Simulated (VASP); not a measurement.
# ZnO (P6_3mc) in VASP: a series of runs, part 2 of 2

VASP 6.6.1.

## Step 4: Single point, r2SCAN

This run uses another cell than the first one, of 11.89 Å³/atom.

Input file POSCAR:

```
ZnO
1.0
    3.2137435726      0.0000000000      0.0000000000
   -1.6068717863      2.7831835751      0.0000000000
    0.0000000000      0.0000000000      5.3165577690
Zn O
2 2
Direct
    0.6666666667      0.3333333333      0.5036314936
    0.3333333333      0.6666666667      0.0036314936
    0.6666666672      0.3333333328      0.8766785064
    0.3333333328      0.6666666672      0.3766785064
```

Input file INCAR.step1:

```
SYSTEM = ZnO
PREC = Accurate ; ENCUT = 520
ISMEAR = 0 ; SIGMA = 0.02
LREAL = .False. ; LASPH = .True.
NELM = 100 ; NBANDS = 26
GGA = PE ; ALGO = Normal
EDIFF = 1E-4 ; LWAVE = .True.
LCHARG = .False.
```

Input file INCAR.step2:

```
SYSTEM = ZnO
PREC = Accurate ; ENCUT = 520
EDIFF = 1E-7 ; ISMEAR = 0
SIGMA = 0.02 ; LREAL = .False.
LASPH = .True. ; NELM = 100
ALGO = Normal ; ISIF = 2
LWAVE = .False. ; LCHARG = .False.
METAGGA = R2SCAN ; LMIXTAU = .True.
NBANDS = 26 ; ISTART = 1
```

Input file KPOINTS:

```
Automatic mesh
0
Gamma
  12 12 6
  0 0 0
```

Potentials or basis: VASP PAW PBE potentials, release 64 (Zn, O).

On the command line:

```sh
cat potpaw_PBE.64/Zn/POTCAR potpaw_PBE.64/O/POTCAR > POTCAR
cp INCAR.step1 INCAR
mpirun -np 1 vasp_std > vasp.out
cp INCAR.step2 INCAR
mpirun -np 1 vasp_std > vasp.out
```

OUTCAR:

```text
SYSTEM = ZnO
   PREC = Accurate
   ENCUT = 520
   EDIFF = 1E-7
   ISMEAR = 0
   LREAL = .False.
   LASPH = .True.
   NELM = 100
   ISIF = 2
   METAGGA = R2SCAN
   ISTART = 1

 ion  position               nearest neighbor table
   1  0.667  0.333  0.504-   4 1.97   4 1.97   4 1.97   3 1.98
   2  0.333  0.667  0.004-   3 1.97   3 1.97   3 1.97   4 1.98
   3  0.667  0.333  0.877-   2 1.97   2 1.97   2 1.97   1 1.98
   4  0.333  0.667  0.377-   1 1.97   1 1.97   1 1.97   2 1.98

  LATTYP: Found a hexagonal cell.
 ALAT       =     3.2137435726
 C/A-ratio  =     1.6543192227

  Lattice vectors:

 A1 = (   3.2137435726,   0.0000000000,   0.0000000000)
 A2 = (  -1.6068717863,   2.7831835751,   0.0000000000)
 A3 = (   0.0000000000,   0.0000000000,   5.3165577690)

Analysis of symmetry for initial positions (statically):
=====================================================================
 Subroutine PRICEL returns:
 Original cell was already a primitive cell.

 Routine SETGRP: Setting up the symmetry group for a
 hexagonal supercell.

 Subroutine GETGRP returns: Found 12 space group operations
 (whereof  6 operations were pure point group operations)
 out of a pool of 24 trial point group operations.

The static configuration has the point symmetry C_3v.
 The point group associated with its full space group is C_6v.

Analysis of symmetry for dynamics (positions and initial velocities):
=====================================================================
 Subroutine PRICEL returns:
 Original cell was already a primitive cell.

 Routine SETGRP: Setting up the symmetry group for a
 hexagonal supercell.

 Subroutine GETGRP returns: Found 12 space group operations
 (whereof  6 operations were pure point group operations)
 out of a pool of 24 trial point group operations.

The dynamic configuration has the point symmetry C_3v.
 The point group associated with its full space group is C_6v.

 Subroutine INISYM returns: Found 12 space group operations
 (whereof  6 operations are pure point group operations),
[... 120 lines left out ...]
     AMIX_MAG =   1.60;   BMIX_MAG =  1.00
  volume/ion in A,a.u.               =      11.89        80.23
  Fermi-wavevector in a.u.,A,eV,Ry     =   1.492042  2.819551 30.289156  2.226190
  Thomas-Fermi vector in A             =   2.604621
   LORBIT       =      0    0 simple, 1 ext, 2 COOP (PROOUT), +10 PAW based schemes
   METAGGA = R2SCAN    functional components
   LHFCALC =     F    Hartree Fock is set to
   AEXX    =    0.0000 exact exchange contribution
   IVDW    =     0    specifies the selected vdW correction
   LEPSILON=     F    determine dielectric tensor
   LRPA    =     F    only Hartree local field effects (RPA)
 non-spin polarized calculation
 Gauss-broadening in eV      SIGMA  =   0.02
  energy-cutoff  :      520.00
  volume of cell :       47.55
 maximum number of plane-waves:      1305
 NGX is ok and might be reduce to    24
   NGX = 11   NGY = 11   NGZ = 19

 number of electron      36.0000017 magnetization

 Free energy of the ion-electron system (eV)
  ---------------------------------------------------
  ext. energy  EPLUGINS =         0.00000000
  ---------------------------------------------------
  free energy    TOTEN  =       -36.31025485 eV

  energy without entropy =      -36.31025485  energy(sigma->0) =      -36.31025485

 E-fermi :   0.9877     XC(G=0): -11.6696

 val. band max:        0.8703150834   @ k =   0.0000   0.0000   0.0000
 cond. band min:       2.0576340196   @ k =   0.0000   0.0000   0.0000
 fundamental gap:      1.1873189361
 Fermi energy:         0.9877359419

 k-point     1 :       0.0000    0.0000    0.0000
  band No.  band energies     occupation
      1     -18.2320      2.00000
      2     -17.5796      2.00000
      3      -4.9866      2.00000
      4      -4.9500      2.00000
      5      -4.9500      2.00000
      6      -4.9446      2.00000
[... 685 lines left out ...]
     25      15.1037      0.00000
     26      15.8990      0.00000

 [... further k-points ...]

------------------------ aborting loop because EDIFF is reached ----------------------------------------

  FORCE on cell =-STRESS in cart. coord.  units (eV):
  Direction    XX          YY          ZZ          XY          YZ          ZX
  --------------------------------------------------------------------------------------
  -------------------------------------------------------------------------------------
  Total        0.2854613      0.2854613     -0.6060927      0.0000000      0.0000000      0.0000000
  in kB        9.6177669      9.6177669    -20.4204854      0.0000000      0.0000000      0.0000000
  external PRESSURE =      -0.3949839 kB  Pullay stress =       0.0000000 kB

 VOLUME and BASIS-vectors are now :
 -----------------------------------------------------------------------------
  energy-cutoff  :      520.00
  volume of cell :       47.55
      direct lattice vectors                 reciprocal lattice vectors
     3.213743573  0.000000000  0.000000000     0.311163594  0.179650385  0.000000000
    -1.606871786  2.783183575  0.000000000     0.000000000  0.359300769  0.000000000
     0.000000000  0.000000000  5.316557769     0.000000000  0.000000000  0.188091627

 POSITION                                       TOTAL-FORCE (eV/Angst)
 -----------------------------------------------------------------------------------
      1.60687      0.92773      2.67759         0.000000     -0.000000      0.010671
     -0.00000      1.85546      0.01931        -0.000000      0.000000      0.010671
      1.60687      0.92773      4.66091         0.000000     -0.000000     -0.010671
     -0.00000      1.85546      2.00263        -0.000000      0.000000     -0.010671
 -----------------------------------------------------------------------------------
    total drift:                                0.000000      0.000000     -0.011461

  FREE ENERGIE OF THE ION-ELECTRON SYSTEM (eV)
  ---------------------------------------------------
  free  energy   TOTEN  =       -36.3102548511 eV

  energy  without entropy=      -36.3102548511  energy(sigma->0) =      -36.31025485
```

Wall time 6.2 min (1 thread of Intel Xeon 8259CL, shared host); peak memory 0.22 GiB.

Results:

```
Free energy            : -36.3103 eV
Pressure               : 0.0 GPa
Largest force          : 0.011 eV/Å
Band gap on the k mesh : 1.19 eV
```

Forces in eV/Å, atoms in the order of the input:
```
Zn   0.000  0.000  0.011
Zn   0.000  0.000  0.011
O    0.000  0.000 -0.011
O    0.000  0.000 -0.011
```

Stress tensor (GPa, compression positive):
```
 0.96  0.00  0.00
 0.00  0.96  0.00
 0.00  0.00 -2.04
```

Levels at points of the mesh, in eV from the valence-band top:
| k point | band 14 | band 15 | band 16 | band 17 | band 18 | band 19 | band 20 | band 21 | band 22 | band 23 |
| --- | --- | --- | --- | --- | --- | --- | --- | --- | --- | --- |
| (0.00, 0.00, 0.00) | -0.80 | -0.80 | -0.11 | 0.00 | 0.00 | 1.19 | 5.96 | 8.58 | 13.95 | 13.95 |
| (0.50, 0.00, 0.00) | -3.51 | -2.88 | -2.26 | -1.37 | -0.82 | 6.41 | 7.37 | 7.85 | 9.41 | 11.18 |
| (0.00, 0.00, 0.50) | -2.32 | -0.40 | -0.40 | -0.40 | -0.40 | 3.88 | 3.88 | 10.65 | 10.65 | 14.26 |
| (0.50, 0.00, 0.50) | -3.80 | -1.51 | -1.51 | -1.49 | -1.49 | 6.17 | 6.17 | 9.14 | 9.14 | 11.99 |

Caveat: the PAW data sets were made with another functional, which shifts forces and pressure a little.

## Step 5: Single point, r2SCAN (uniaxial strain along c: +2.0 %)

Input file POSCAR:

```
ZnO
1.0
    3.2186948692      0.0000000000      0.0000000000
   -1.6093474346      2.7874715238      0.0000000000
    0.0000000000      0.0000000000      5.3165577690
Zn O
2 2
Direct
    0.6666666667      0.3333333333      0.5004294475
    0.3333333333      0.6666666667      0.0004294475
    0.6666666667      0.3333333333      0.8798805525
    0.3333333333      0.6666666667      0.3798805525
```

Input file INCAR.step1:

```
PREC = Accurate
ENCUT = 520
ISMEAR = 0
SIGMA = 0.02
LREAL = F
LASPH = T
NELM = 100
NBANDS = 26
GGA = PE
ALGO = Normal
EDIFF = 1E-4
LWAVE = T
LCHARG = F
```

Input file INCAR.step2:

```
PREC = Accurate
ENCUT = 520
EDIFF = 1E-6
ISMEAR = 0
SIGMA = 0.02
LREAL = F
LASPH = T
NELM = 100
ALGO = Normal
ISIF = 2
LWAVE = F
LCHARG = F
METAGGA = R2SCAN
LMIXTAU = T
NBANDS = 26
ISTART = 1
```

Input file KPOINTS:

```
Automatic mesh
0
Gamma
  12 12 6
```

Potentials or basis: VASP PAW PBE potentials, release 64 (Zn, O).

On the command line:

```sh
cat potpaw_PBE.64/Zn/POTCAR potpaw_PBE.64/O/POTCAR > POTCAR
cp INCAR.step1 INCAR
mpirun -np 1 vasp_std > vasp.out
cp INCAR.step2 INCAR
mpirun -np 1 vasp_std > vasp.out
```

OUTCAR:

```text
PREC = Accurate
   ENCUT = 520
   EDIFF = 1E-6
   ISMEAR = 0
   LREAL = F
   LASPH = T
   NELM = 100
   ISIF = 2
   METAGGA = R2SCAN
   ISTART = 1

 ion  position               nearest neighbor table
   1  0.667  0.333  0.500-   4 1.97   4 1.97   4 1.97   3 2.02
   2  0.333  0.667  0.000-   3 1.97   3 1.97   3 1.97   4 2.02
   3  0.667  0.333  0.880-   2 1.97   2 1.97   2 1.97   1 2.02
   4  0.333  0.667  0.380-   1 1.97   1 1.97   1 1.97   2 2.02

  LATTYP: Found a hexagonal cell.
[... 898 lines left out ...]
  Direction    XX          YY          ZZ          XY          YZ          ZX
  --------------------------------------------------------------------------------------
  -------------------------------------------------------------------------------------
  Total        0.4713877      0.4713877     -1.2039646      0.0000000      0.0000000      0.0000000
  in kB       15.8331778     15.8331778    -40.4392883      0.0000000      0.0000000      0.0000000
  external PRESSURE =      -2.9243109 kB  Pullay stress =       0.0000000 kB

 VOLUME and BASIS-vectors are now :
 -----------------------------------------------------------------------------
  energy-cutoff  :      520.00
  volume of cell :       47.70
      direct lattice vectors                 reciprocal lattice vectors
     3.218694869  0.000000000  0.000000000     0.310684933  0.179374030  0.000000000
    -1.609347435  2.787471524  0.000000000     0.000000000  0.358748059  0.000000000
     0.000000000  0.000000000  5.316557769     0.000000000  0.000000000  0.188091627

 POSITION                                       TOTAL-FORCE (eV/Angst)
 -----------------------------------------------------------------------------------
      1.60935      0.92916      2.66056        -0.000000     -0.000000      0.190609
     -0.00000      1.85831      0.00228         0.000000     -0.000000      0.190609
      1.60935      0.92916      4.67794         0.000000     -0.000000     -0.190609
     -0.00000      1.85831      2.01966         0.000000      0.000000     -0.190609
 -----------------------------------------------------------------------------------
    total drift:                                0.000000      0.000001     -0.062453

  FREE ENERGIE OF THE ION-ELECTRON SYSTEM (eV)
  ---------------------------------------------------
  free  energy   TOTEN  =       -36.3042276127 eV

  energy  without entropy=      -36.3042276127  energy(sigma->0) =      -36.30422761
```

OUTCAR.step1:

```text
PREC = Accurate
   ENCUT = 520
   ISMEAR = 0
   LREAL = F
[... 928 lines left out ...]
      1.60935      0.92916      2.66056        -0.000000     -0.000000      0.218199
     -0.00000      1.85831      0.00228         0.000000      0.000000      0.218199
      1.60935      0.92916      4.67794         0.000000      0.000000     -0.218199
     -0.00000      1.85831      2.01966        -0.000000      0.000000     -0.218199
 -----------------------------------------------------------------------------------
    total drift:                                0.000000      0.000001     -0.000735

  FREE ENERGIE OF THE ION-ELECTRON SYSTEM (eV)
  ---------------------------------------------------
  free  energy   TOTEN  =       -17.8141044507 eV

  energy  without entropy=      -17.8141044507  energy(sigma->0) =      -17.81410445
```

Wall time 4.6 min (1 thread of Intel Xeon 8259CL, shared host); peak memory 0.22 GiB.

What came out:

```
Free energy            : -36.3042 eV
Pressure               : -0.3 GPa
Largest force          : 0.191 eV/Å
Band gap on the k mesh : 1.18 eV
```

Forces in eV/Å, atoms in the order of the input:
```
Zn   0.000  0.000  0.191
Zn   0.000  0.000  0.191
O    0.000  0.000 -0.191
O    0.000  0.000 -0.191
```

Stress tensor (GPa, compression positive):
```
 1.58  0.00  0.00
 0.00  1.58  0.00
 0.00  0.00 -4.04
```

Levels at points of the mesh, in eV from the valence-band top:
```tsv
k point	band 14	band 15	band 16	band 17	band 18	band 19	band 20	band 21	band 22	band 23
(0.00, 0.00, 0.00)	-0.75	-0.75	-0.16	0.00	0.00	1.18	5.89	8.54	13.89	13.89
(0.50, 0.00, 0.00)	-3.63	-2.86	-2.24	-1.34	-0.89	6.39	7.36	7.88	9.37	11.07
(0.00, 0.00, 0.50)	-2.33	-0.37	-0.37	-0.37	-0.37	3.86	3.86	10.58	10.58	14.20
(0.50, 0.00, 0.50)	-3.83	-1.53	-1.53	-1.49	-1.49	6.17	6.17	9.13	9.13	11.87
```

Caveat: the cell differs from its parent crystal (uniaxial strain along c: +2.0 %); the stress differs along the axes, from -4 to 2 GPa; the PAW data sets were made with another functional, which shifts forces and pressure a little.

## Step 6: Single point, r2SCAN (uniaxial strain along c: +4.0 %, then relaxed in part)

Input file POSCAR:

```
ZnO
1.0
    3.1934317512      0.0000000000      0.0000000000
   -1.5967158756      2.7655930218      0.0000000000
    0.0000000000      0.0000000000      5.4208039998
Zn O
2 2
Direct
    0.6666666669      0.3333333331      0.5064848377
    0.3333333331      0.6666666669      0.0064848377
    0.6666666670      0.3333333330      0.8738251623
    0.3333333330      0.6666666670      0.3738251623
```

Input file INCAR.step1:

```
PREC = Accurate
ENCUT = 520
ISMEAR = 0
SIGMA = 0.02
LREAL = False
LASPH = True
NELM = 100
NBANDS = 26
GGA = PE
ALGO = Normal
EDIFF = 1E-4
LWAVE = True
LCHARG = False
```

Input file INCAR.step2:

```
PREC = Accurate
ENCUT = 520
EDIFF = 1E-6
ISMEAR = 0
SIGMA = 0.02
LREAL = False
LASPH = True
NELM = 100
ALGO = Normal
ISIF = 2
LWAVE = False
LCHARG = False
METAGGA = R2SCAN
LMIXTAU = True
NBANDS = 26
ISTART = 1
```

Input file KPOINTS:

```
regular mesh
0
Gamma
  12 12 6
```

Potentials or basis: VASP PAW PBE potentials, release 64 (Zn, O).

On the command line:

```sh
cat potpaw_PBE.64/Zn/POTCAR potpaw_PBE.64/O/POTCAR > POTCAR
cp INCAR.step1 INCAR
mpirun -np 1 vasp_std > vasp.out
cp INCAR.step2 INCAR
mpirun -np 1 vasp_std > vasp.out
```

Run time: 5.6 min. Hardware: 1 thread of Intel Xeon 8259CL, shared host; peak memory 0.22 GiB.

Results (log left out):

- Free energy: -36.2854 eV
- Pressure: -1.3 GPa
- Band gap on the k mesh: 1.13 eV

Stress tensor (GPa, compression positive):
```
 0.94  0.00  0.00
 0.00  0.94  0.00
 0.00  0.00 -5.66
```

Levels at points of the mesh, in eV from the valence-band top:
```tsv
k point	band 15	band 16	band 17	band 18	band 19	band 20	band 21	band 22
(0.00, 0.00, 0.00)	-0.78	-0.16	0.00	0.00	1.13	6.03	8.33	13.89
(0.50, 0.00, 0.00)	-2.88	-2.17	-1.44	-0.77	6.37	7.37	7.63	9.48
(0.00, 0.00, 0.50)	-0.39	-0.39	-0.39	-0.39	3.82	3.82	10.48	10.48
(0.50, 0.00, 0.50)	-1.60	-1.60	-1.43	-1.43	6.09	6.09	9.10	9.10
```

Caveat: the cell differs from its parent crystal (uniaxial strain along c: +4.0 %, then relaxed in part); the stress differs along the axes, from -6 to 1 GPa; the PAW data sets were made with another functional, which shifts forces and pressure a little.

## Step 7: Overview

```tsv
cell	gap on the mesh (eV)	pressure (GPa)	largest force (eV/Å)
a = 3.235, b = 3.235, c = 5.212 Å, angles 90.0, 90.0, 120.0°, 4 atoms, atomic positions A	1.23	1.0	0.02
a = 3.214, b = 3.214, c = 5.317 Å, angles 90.0, 90.0, 120.0°, 4 atoms, atomic positions B	1.19	0.0	0.01
a = 3.219, b = 3.219, c = 5.317 Å, angles 90.0, 90.0, 120.0°, 4 atoms, atomic positions A	1.18	-0.3	0.19
a = 3.193, b = 3.193, c = 5.421 Å, angles 90.0, 90.0, 120.0°, 4 atoms, atomic positions C	1.13	-1.3	-
```

Alike in all rows: task single point; level r2SCAN; potentials or basis VASP PAW PBE potentials, release 64 (Zn, O); no spin polarisation; k mesh 12 × 12 × 6; cutoff (eV) 520; smearing gaussian 0.02 eV.

Caveats: the PAW data sets were made with another functional, which shifts forces and pressure a little; the stress differs along the axes, from -4 to 2 GPa (at least some runs); the stress differs along the axes, from -6 to 1 GPa (at least some runs).

Total energies depend on the potentials used, so only differences within one code and one set of settings carry meaning.
